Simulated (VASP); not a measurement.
A run of VASP 6.6.1 is set up as follows.

The input INCAR:

```
PREC     = Accurate       # precision mode
ENCUT    = 520            # plane-wave cutoff, eV
EDIFF    = 1E-7           # SCF threshold, eV
ISMEAR   = 0              # smearing method
SIGMA    = 0.02           # smearing width, eV
LREAL    = F              # projectors in reciprocal space
LASPH    = T              # aspherical terms in the spheres
NELM     = 100            # most SCF steps
ALGO     = Normal         # electronic algorithm
ISIF     = 2              # what is computed and relaxed
LWAVE    = F              # write WAVECAR
LCHARG   = T              # write CHGCAR
GGA      = PE             # functional
LELF     = T              # ELF
LVHAR    = T            
NBANDS   = 16             # bands
```

The input KPOINTS:

```
Automatic mesh
0
Gamma
  12 12 4
```

File POSCAR:

```
BN
1.0
    2.3614502921      0.0000000000      0.0000000000
   -1.1807251460      2.0450759427      0.0000000000
    0.0000000000      0.0000000000      8.6311946107
B N
2 2
Direct
    0.3333333333      0.6666666667      0.2500000000
    0.6666666667      0.3333333333      0.7500000000
    0.3333333333      0.6666666667      0.7500000000
    0.6666666667      0.3333333333      0.2500000000
```

Potentials or basis: VASP PAW PBE potentials, release 64 (B, N).

Launch:

```bash
$ cat potpaw_PBE.64/B/POTCAR potpaw_PBE.64/N/POTCAR > POTCAR
$ mpirun -np 1 vasp_std > vasp.out
```

**Question.** Estimate the band gap on the k mesh.

**Answer.** 4.09 eV, indirect (least direct gap 5.13 eV).

**Question.** Estimate the pressure.

**Answer.** 44.2 GPa.

Stress tensor (GPa, compression positive):
```
66.34  0.00  0.00
 0.00 66.34  0.00
 0.00  0.00 -0.19
```

Caveat: the cell differs from its parent crystal (biaxial strain in the a-b plane: -6.0 %, then relaxed in part); this functional lacks dispersion, which binds the layers, so the pressure and a relaxed spacing across them are unreliable. A k mesh can miss the band edges.
